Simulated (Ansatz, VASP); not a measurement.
**One calculation of Al, two programs**

```
CELL_PARAMETERS angstrom
0.00000 2.02398 2.14542
2.02398 0.00000 2.14542
2.02398 2.02398 0.00000
ATOMIC_POSITIONS crystal
Al 0.00000 0.00000 0.00000
```

Change from the starting cell: strain +0.0600 x Voigt [0, 0, 1, 0, 0, 0], atoms carried along.

Alike in both runs: task single point; functional PBE; dispersion D3(BJ); k mesh 20 × 20 × 20; occupations gaussian, width 0.15 eV; no spin polarisation.

|  | VASP | Ansatz |
| --- | --- | --- |
| version | VASP 6.6.1 | Ansatz 0.2.0 |
| potentials or method | VASP PAW PBE potentials, release 64 (Al), cutoff 520 eV | scalar-relativistic, plane waves, PAW |
| valence electrons in the cell | 3 | 3 |

Ansatz gave:

```
gap on the k mesh at the Fermi level (eV)                     : none
pressure (GPa)                                                : -7.1
traceless stress, the component that is largest in VASP (GPa) : -1.51
```

Question: Which values does VASP return?

Answer: gap on the k mesh at the Fermi level (eV): none; pressure (GPa): -7.1; traceless stress, the component that is largest in VASP (GPa): -1.50.

A gap of «none» marks a metal or a gap that the smearing closes.
